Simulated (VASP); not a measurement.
Write the native input for VASP 6.6.1 that does the following.

| Quantity | Value |
| --- | --- |
| Task | single point |
| Functional | r2SCAN |
| Potentials or basis | VASP PAW PBE potentials, release 64 (Fe) |
| Cutoff | 660 eV |
| k mesh | 26 × 26 × 26 |
| Occupations | fermi-dirac, width 0.1 eV |
| Spin | no spin polarisation |
| Dipole correction | no |
| Further INCAR settings | ALGO = Normal; EDIFF = 1e-06; NBANDS = 10 |

Crystal: Fe.

```
Fe
1.0
    -1.38298    1.38298    1.38298
     1.38298   -1.38298    1.38298
     1.38298    1.38298   -1.38298
Fe
1
Direct
  0.00000 0.00000 0.00000
```

This cell differs from its parent crystal: volume scaled by 1.04.

These files were run (other wordings do the same):

POSCAR

```
Fe
1.0
   -1.3829786348      1.3829786348      1.3829786348
    1.3829786348     -1.3829786348      1.3829786348
    1.3829786348      1.3829786348     -1.3829786348
Fe
1
Direct
    0.0000000000      0.0000000000      0.0000000000
```

INCAR.step1

```
  ALGO = Normal
  EDIFF = 1E-5
  ENCUT = 660
  GGA = PE
  GGA_COMPAT = F
  ISMEAR = -1
  LASPH = T
  LCHARG = F
  LREAL = F
  LWAVE = T
  NBANDS = 10
  NELM = 120
  PREC = Accurate
  SIGMA = 0.1
```

INCAR.step2

```
  ALGO = Normal
  EDIFF = 1E-6
  ENCUT = 660
  GGA_COMPAT = F
  ISIF = 2
  ISMEAR = -1
  ISTART = 1
  LASPH = T
  LCHARG = F
  LMIXTAU = T
  LREAL = F
  LWAVE = F
  METAGGA = R2SCAN
  NBANDS = 10
  NELM = 120
  PREC = Accurate
  SIGMA = 0.1
```

KPOINTS

```
k-points
0
Gamma
  26 26 26
```

Potentials or basis: VASP PAW PBE potentials, release 64 (Fe).

Launch:

```bash
$ cat potpaw_PBE.64/Fe/POTCAR > POTCAR
$ cp INCAR.step1 INCAR
$ mpirun -np 1 vasp_std > vasp.out
$ cp INCAR.step2 INCAR
$ mpirun -np 1 vasp_std > vasp.out
```

Results of the run:

```json
{
  "Pressure": "-10.0 GPa",
  "Band gap on the k mesh": "zero (band 4 reaches 7.47 eV, above the bottom of band 5 at 5.43 eV)"
}
```

Caveat: the PAW data sets were made with another functional, which shifts forces and pressure a little; the run has no spin polarisation, though such a crystal can be magnetic.

Wall time 3.2 min on 1 thread of Intel Xeon 6975P-C, on a shared host, peak memory 0.2 GiB.
